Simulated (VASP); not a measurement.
Here is a VASP 6.6.1 calculation.

Contents of INCAR:

```
PREC = Accurate
ENCUT = 500
EDIFF = 1E-6
ISMEAR = 0
SIGMA = 0.15
LREAL = F
LASPH = T
NELM = 120
ALGO = Normal
ISIF = 2
LWAVE = F
LCHARG = T
GGA = PE
LELF = T
LVHAR = T
NBANDS = 18
GGA_COMPAT = F
```

Contents of KPOINTS:

```
Automatic mesh
0
Gamma
  16 16 16
```

POSCAR

```
ZnAu
1.0
    3.1470000000      0.0000000000      0.0000000000
    0.0000000000      3.1470000000      0.0000000000
    0.0000000000      0.0000000000      3.1470000000
Zn Au
1 1
Direct
    0.3808388942      0.5000000000      0.5000000000
    0.0000000000      0.0000000000      0.0000000000
```

Potentials or basis: VASP PAW PBE potentials, release 64 (Zn, Au).

Run with:

```bash
$ cat potpaw_PBE.64/Zn/POTCAR potpaw_PBE.64/Au/POTCAR > POTCAR
$ mpirun -np 1 vasp_std > vasp.out
```

Problem. What does it give for the pressure?

Solution. 12.1 GPa.

Problem. Predict the largest force.

Solution. 1.428 eV/Å.

Problem. What does it give for the band gap on the k mesh?

Solution. Zero (an odd number of electrons rules out a gap without spin polarisation).

Forces in eV/Å, atoms in the order of the input:
```
Zn   1.428  0.000  0.000
Au  -1.428  0.000  0.000
```

Caveat: the cell differs from its parent crystal (all Zn atoms moved +0.375 Å, as atom 1 towards its neighbour atom 1 (Zn) at 3.147 Å); the cell stands under pressure; spin-orbit coupling is left out, which moves the levels of the heavy elements; forces of over 1 eV/Å act on the atoms, so gaps and moduli don't describe the material at rest.
